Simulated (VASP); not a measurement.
# BP12 in VASP: single point with PBE+D3(BJ)

Aim: the single point of BP12 with PBE+D3(BJ).

Program: VASP 6.6.1. These are calculated values, not measurements. Logs are shortened: lines on timing, memory, paths and dates and some standing lists are left out, and cuts for length are marked.

## Step 1: The cell of the first run

The cell holds a slab with vacuum, 13 atoms: a = 6.645 Å, b = 5.360 Å, c = 24.651 Å, α = 90.00°, β = 90.00°, γ = 108.06°.

## Step 2: Single point, PBE+D3(BJ)

Contents of INCAR:

```
  ALGO = Normal
  DIPOL = 0.5 0.5 0.470
  EDIFF = 1E-6
  ENCUT = 520
  GGA = PE
  IDIPOL = 3
  ISIF = 2
  ISMEAR = 0
  IVDW = 12
  LASPH = T
  LCHARG = F
  LDIPOL = T
  LREAL = F
  LWAVE = F
  NBANDS = 44
  NELM = 80
  PREC = Accurate
  SIGMA = 0.1
```

Contents of KPOINTS:

```
k-points
0
Gamma
  5 6 1
```

Contents of POSCAR:

```
BP12
1.0
    6.6450486461      0.0000000000      0.0000000000
   -1.6612621615      5.0957604091      0.0000000000
    0.0000000000      0.0000000000     24.6510746694
P B
12 1
Direct
    0.4468098277      0.7872393108      0.3448125534
    0.9468098277      0.7872393108      0.3448125534
    0.1968098277      0.7872393108      0.4050214038
    0.6968098277      0.7872393108      0.4050214038
    0.3031901723      0.2127606892      0.4293293920
    0.8031901723      0.2127606892      0.4293293920
    0.0549828613      0.2200922244      0.4891644768
    0.5591352382      0.2375285803      0.4876409867
    0.4033408918      0.5793308737      0.5454331907
    0.9595626674      0.8181970187      0.5229965264
    0.2366007053      0.8579770581      0.5827424395
    0.7006746901      0.8558884576      0.5830470493
    0.4951970334     -0.0361663601      0.5383826731
```

Potentials or basis: VASP PAW PBE potentials, release 64 (P, B).

The run is started by

```console
$ cat potpaw_PBE.64/P/POTCAR potpaw_PBE.64/B/POTCAR > POTCAR
$ mpirun -np 1 vasp_std > vasp.out
```

OUTCAR:

```text
EDIFF = 1E-6
   ENCUT = 520
   GGA = PE
   ISIF = 2
   ISMEAR = 0
   IVDW = 12
   LASPH = T
   LREAL = F
   NELM = 80
   PREC = Accurate
 IVDW          = 12

 ion  position               nearest neighbor table
   1  0.447  0.787  0.345-   3 2.23   4 2.23
   2  0.947  0.787  0.345-   3 2.23   4 2.23
   3  0.197  0.787  0.405-   1 2.23   2 2.23   5 2.25
   4  0.697  0.787  0.405-   1 2.23   2 2.23   6 2.25
   5  0.303  0.213  0.429-   8 2.20   7 2.22   3 2.25
   6  0.803  0.213  0.429-   8 2.20   7 2.22   4 2.25
   7  0.055  0.220  0.489-  10 2.21   6 2.22   5 2.22   9 2.87
   8  0.559  0.238  0.488-  13 1.87   5 2.20   6 2.20   9 2.76
   9  0.403  0.579  0.545-  13 1.97  12 2.27  11 2.31   8 2.76   7 2.87
  10  0.960  0.818  0.523-   7 2.21  11 2.32  12 2.33
  11  0.237  0.858  0.583-  13 1.97   9 2.31  10 2.32
  12  0.701  0.856  0.583-  13 1.98   9 2.27  10 2.33
  13  0.495  0.964  0.538-   8 1.87  11 1.97   9 1.97  12 1.98

  Warning from LATTYP: Monoclinic adjustment (A1->A3, A2->A1, A3->A2)!
  LATTYP: Found a simple monoclinic cell.
 ALAT       =     5.3597169810
 B/A-ratio  =     4.5993239488
 C/A-ratio  =     1.2398133464
 COS(beta)  =    -0.3099533366

  Lattice vectors:

 A1 = (  -1.6612621615,   5.0957604091,   0.0000000000)
 A2 = (   0.0000000000,   0.0000000000,  24.6510746694)
 A3 = (   6.6450486461,   0.0000000000,   0.0000000000)

Analysis of symmetry for initial positions (statically):
=====================================================================
 Subroutine PRICEL returns:
 Original cell was already a primitive cell.

 Routine SETGRP: Setting up the symmetry group for a
 simple monoclinic supercell.

 Subroutine GETGRP returns: Found  1 space group operations
 (whereof  1 operations were pure point group operations)
 out of a pool of  4 trial point group operations.

The static configuration has the point symmetry C_1 .

Analysis of symmetry for dynamics (positions and initial velocities):
=====================================================================
 Subroutine PRICEL returns:
 Original cell was already a primitive cell.

 Routine SETGRP: Setting up the symmetry group for a
 simple monoclinic supercell.

 Subroutine GETGRP returns: Found  1 space group operations
 (whereof  1 operations were pure point group operations)
 out of a pool of  4 trial point group operations.

The dynamic configuration has the point symmetry C_1 .

 Subroutine INISYM returns: Found  1 space group operations
 (whereof  1 operations are pure point group operations),
 and found     1 'primitive' translations

----------------------------------------------------------------------------------------

                                     Primitive cell

  volume of cell :     834.7242

  direct lattice vectors                    reciprocal lattice vectors
     6.645048646  0.000000000  0.000000000     0.150487988  0.049060391  0.000000000
    -1.661262162  5.095760409  0.000000000     0.000000000  0.196241565  0.000000000
     0.000000000  0.000000000 24.651074669     0.000000000  0.000000000  0.040566183

  length of vectors
     6.645048646  5.359716981 24.651074669     0.158283153  0.196241565  0.040566183

  position of ions in fractional coordinates (direct lattice)
     0.446809828  0.787239311  0.344812553
     0.946809828  0.787239311  0.344812553
     0.196809828  0.787239311  0.405021404
     0.696809828  0.787239311  0.405021404
     0.303190172  0.212760689  0.429329392
     0.803190172  0.212760689  0.429329392
     0.054982861  0.220092224  0.489164477
     0.559135238  0.237528580  0.487640987
     0.403340892  0.579330874  0.545433191
     0.959562667  0.818197019  0.522996526
     0.236600705  0.857977058  0.582742440
     0.700674690  0.855888458  0.583047049
     0.495197033  0.963833640  0.538382673

  ion indices of the primitive-cell ions
   primitive index   ion index
                 1           1
                 2           2
                 3           3
                 4           4
                 5           5
                 6           6
                 7           7
                 8           8
                 9           9
                10          10
                11          11
                12          12
                13          13

----------------------------------------------------------------------------------------

 KPOINTS: k-points

Automatic generation of k-mesh.
 Grid dimensions read from file:
 generate k-points for:    5    6    1

 Generating k-lattice:

  Cartesian coordinates                     Fractional coordinates (reciprocal lattice)
     0.030097598  0.009812078  0.000000000     0.200000000  0.000000000  0.000000000
     0.000000000  0.032706928  0.000000000     0.000000000  0.166666667  0.000000000
     0.000000000  0.000000000  0.040566183     0.000000000  0.000000000  1.000000000

  Length of vectors
     0.031656631  0.032706928  0.040566183

  Shift w.r.t. Gamma in fractional coordinates (k-lattice)
     0.000000000  0.000000000  0.000000000

 Subroutine IBZKPT returns following result:
 ===========================================

 Found     16 irreducible k-points:

 Following reciprocal coordinates:
            Coordinates               Weight
  0.000000  0.000000  0.000000      1.000000
  0.200000  0.000000  0.000000      2.000000
  0.400000  0.000000  0.000000      2.000000
  0.000000  0.166667  0.000000      2.000000
  0.200000  0.166667  0.000000      2.000000
  0.400000  0.166667  0.000000      2.000000
[... 8 lines left out ...]
  0.200000  0.500000  0.000000      2.000000
  0.400000  0.500000  0.000000      2.000000
   k-points           NKPTS =     16   k-points in BZ     NKDIM =     16   number of bands    NBANDS=     44
   number of dos      NEDOS =    301   number of ions     NIONS =     13
   total plane-waves  NPLWV = 384000
   dimension x,y,z NGX =    50 NGY =   40 NGZ =  192
   dimension x,y,z NGXF=   100 NGYF=   80 NGZF=  384
   ions per type =              12   1
   NGX,Y,Z   is equivalent  to a cutoff of  12.51, 12.41, 12.95 a.u.
   NGXF,Y,Z  is equivalent  to a cutoff of  25.02, 24.81, 25.90 a.u.
 SYSTEM =  unknown system
   PREC   = accura    normal or accurate (medium, high low for compatibility)
   ISTART =      0    job   : 0-new  1-cont  2-samecut
   ICHARG =      2    charge: 1-file 2-atom 10-const
   ISPIN  =      1    spin polarized calculation?
   LNONCOLLINEAR =      F non collinear calculations
   LSORBIT =      F    spin-orbit coupling
   LASPH  =      T    aspherical Exc in radial PAW
   ENCUT  =  520.0 eV  38.22 Ry    6.18 a.u.  12.36  9.97 45.83*2*pi/ulx,y,z
   NELM   =     80;   NELMIN=  2; NELMDL= -5     # of ELM steps
   EDIFF  = 0.1E-05   stopping-criterion for ELM
   LREAL  =      F    real-space projection
   EDIFFG = 0.1E-04   stopping-criterion for IOM
   NSW    =      0    number of steps for IOM
   IBRION =     -1    ionic relax: 0-MD 1-quasi-New 2-CG
   NFREE  =      0    steps in history (QN), initial steepest desc. (CG)
   ISIF   =      2    stress and relaxation
   ISYM   =      2    0-nonsym 1-usesym 2-fastsym
   POTIM  = 0.5000    time-step for ionic-motion
   TEBEG  =    0.0;   TEEND  =   0.0 temperature during run
   PSTRESS=    0.0 pullay stress
   NELECT =      63.0000    total number of electrons
   NUPDOWN=      -1.0000    fix difference up-down
   EMIN   =  10.00;   EMAX   =-10.00  energy-range for DOS
   EFERMI =   0.00;   METHOD = LEGACY
   ISMEAR =     0;   SIGMA  =   0.10  broadening in eV -4-tet -1-fermi 0-gaus
   EFERMI_NEDOS =   21; number of points for ismear=-14 and -15
   IALGO  =     38    algorithm
   IMIX   =      4    mixing-type and parameters
     AMIX     =   0.40;   BMIX     =  1.00
     AMIX_MAG =   1.60;   BMIX_MAG =  1.00
  volume/ion in A,a.u.               =      64.21       433.31
  Fermi-wavevector in a.u.,A,eV,Ry     =   0.691843  1.307393  6.512378  0.478646
  Thomas-Fermi vector in A             =   1.773608
   LORBIT       =      0    0 simple, 1 ext, 2 COOP (PROOUT), +10 PAW based schemes
   GGA     = PE    functional components
   LHFCALC =     F    Hartree Fock is set to
   AEXX    =    0.0000 exact exchange contribution
   IVDW    =    12    specifies the selected vdW correction
   LEPSILON=     F    determine dielectric tensor
   LRPA    =     F    only Hartree local field effects (RPA)
 non-spin polarized calculation
 Gauss-broadening in eV      SIGMA  =   0.10
  energy-cutoff  :      520.00
  volume of cell :      834.72
 maximum number of plane-waves:     22532
 NGX is ok and might be reduce to    50
   NGX = 25   NGY = 19   NGZ = 91

 dipolmoment           0.000000      0.000000     -0.014255 electrons x Angstroem

 number of electron      63.0000000 magnetization

 dipolmoment           0.000000      0.000000      0.015407 electrons x Angstroem

 Free energy of the ion-electron system (eV)
  ---------------------------------------------------
  ext. energy  EPLUGINS =         0.00000000
  ---------------------------------------------------
  free energy    TOTEN  =       -67.85689582 eV

  energy without entropy =      -67.81338983  energy(sigma->0) =      -67.83514283

 E-fermi :  -2.2973     XC(G=0):  -3.4593

 val. band max:       -2.3046195474   @ k =   0.2000   0.1667   0.0000
 cond. band min:      -2.2933922823   @ k =   0.2000   0.5000   0.0000
 fundamental gap:      0.0112272650
 Fermi energy:        -2.2973075250

 k-point     1 :       0.0000    0.0000    0.0000
  band No.  band energies     occupation
      1     -16.8703      2.00000
      2     -15.8752      2.00000
      3     -14.7625      2.00000
      4     -14.1430      2.00000
      5     -14.0586      2.00000
      6     -12.4174      2.00000
[... 725 lines left out ...]
     42       1.5131      0.00000
     43       1.7450      0.00000
 [bands above 43 left out]

------------------------ aborting loop because EDIFF is reached ----------------------------------------

 vacuum level on the upper side and lower side of the slab       (xc-potential included)        -0.089        -0.162

 Edisp (eV)   -3.17038

 E8    (eV) :    -1.2416

  FORCE on cell =-STRESS in cart. coord.  units (eV):
  Direction    XX          YY          ZZ          XY          YZ          ZX
  --------------------------------------------------------------------------------------
  -------------------------------------------------------------------------------------
  Total     -11.92832     0.62485    -3.06010     0.41724     0.45523     0.05051
  in kB     -22.89532     1.19935    -5.87358     0.80085     0.87377     0.09695
  external pressure =       -9.19 kB  Pullay stress =        0.00 kB

 VOLUME and BASIS-vectors are now :
 -----------------------------------------------------------------------------
  energy-cutoff  :      520.00
  volume of cell :      834.72
      direct lattice vectors                 reciprocal lattice vectors
     6.645048646  0.000000000  0.000000000     0.150487988  0.049060391  0.000000000
    -1.661262162  5.095760409  0.000000000     0.000000000  0.196241565  0.000000000
     0.000000000  0.000000000 24.651074669     0.000000000  0.000000000  0.040566183

 POSITION                                       TOTAL-FORCE (eV/Angst)
 -----------------------------------------------------------------------------------
      1.66126      4.01158      8.50000        -0.019355     -0.150350      0.870234
      4.98379      4.01158      8.50000         0.001580     -0.101958      0.896029
      0.00000      4.01158      9.98421        -0.003599      0.131953     -0.712596
      3.32252      4.01158      9.98421        -0.013530     -0.006744     -0.888735
      1.66126      1.08418     10.58343        -0.091225     -0.003066     -0.032821
      4.98379      1.08418     10.58343         0.123832      0.142284     -0.031497
     -0.00027      1.12154     12.05843        -0.003687     -0.045256     -0.034386
      3.32088      1.21039     12.02087         0.005618     -0.027744     -0.048533
      1.71780      2.95213     13.44551         0.000895      0.087347      0.048720
      5.01710      4.16934     12.89243        -0.001962      0.039174      0.022570
      0.14690      4.37205     14.36523         0.018874     -0.025145     -0.047294
      3.23416      4.36140     14.37274        -0.020231     -0.023369     -0.055395
      1.68943      4.91147     13.27171         0.002791     -0.017127      0.013705
 -----------------------------------------------------------------------------------
    total drift:                                0.000201     -0.000274      0.000198

  FREE ENERGIE OF THE ION-ELECTRON SYSTEM (eV)
  ---------------------------------------------------
  free  energy   TOTEN  =       -71.0272720637 eV

  energy  without entropy=      -70.9837660701  energy(sigma->0) =      -71.00551907

 vacuum level on the upper side and lower side of the slab         3.092         3.015
```

It took 30 min on 1 thread of Intel Xeon Platinum 8488C (Sapphire Rapids), shared host; peak memory 1 GiB.

Results:

```
Free energy                : -71.0273 eV
Largest force              : 0.902 eV/Å
Dispersion energy per atom : -0.244 eV
```

Forces in eV/Å, atoms in the order of the input:
```
P   -0.019 -0.150  0.870
P    0.002 -0.102  0.896
P   -0.004  0.132 -0.713
P   -0.014 -0.007 -0.889
P   -0.091 -0.003 -0.033
P    0.124  0.142 -0.031
P   -0.004 -0.045 -0.034
P    0.006 -0.028 -0.049
P    0.001  0.087  0.049
P   -0.002  0.039  0.023
P    0.019 -0.025 -0.047
P   -0.020 -0.023 -0.055
B    0.003 -0.017  0.014
```
